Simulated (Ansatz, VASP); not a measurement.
Two plane-wave programs on Pb

```
Pb
1.0
     0.00000    2.44157    2.44157
     2.44157    0.00000    2.44157
     2.44157    2.44157    0.00000
Pb
1
Direct
  0.00000 0.00000 0.00000
```

Alike in both runs: task single point; functional PBE exchange alone; k mesh 9 × 9 × 9; occupations fermi-dirac, width 0.05 eV; no spin polarisation.

```csv
,VASP,Ansatz
version,VASP 6.6.1,Ansatz 0.2.0
potentials or method,"VASP PAW PBE potentials, release 64 (Pb_d)",Ansatz PAW
plane-wave cutoff (eV),520,420
valence electrons in the cell,14,14
```

VASP gave:

```
gap on the k mesh at the Fermi level (eV) : none
pressure (GPa)                            : 14.5
```

Which values does Ansatz return?

gap on the k mesh at the Fermi level (eV): none; pressure (GPa): 14.6.

VASP's potentials were made for PBE, not for PBE exchange alone. A gap of «none» marks a metal or a gap that the smearing closes.

Spin-orbit coupling is off throughout.
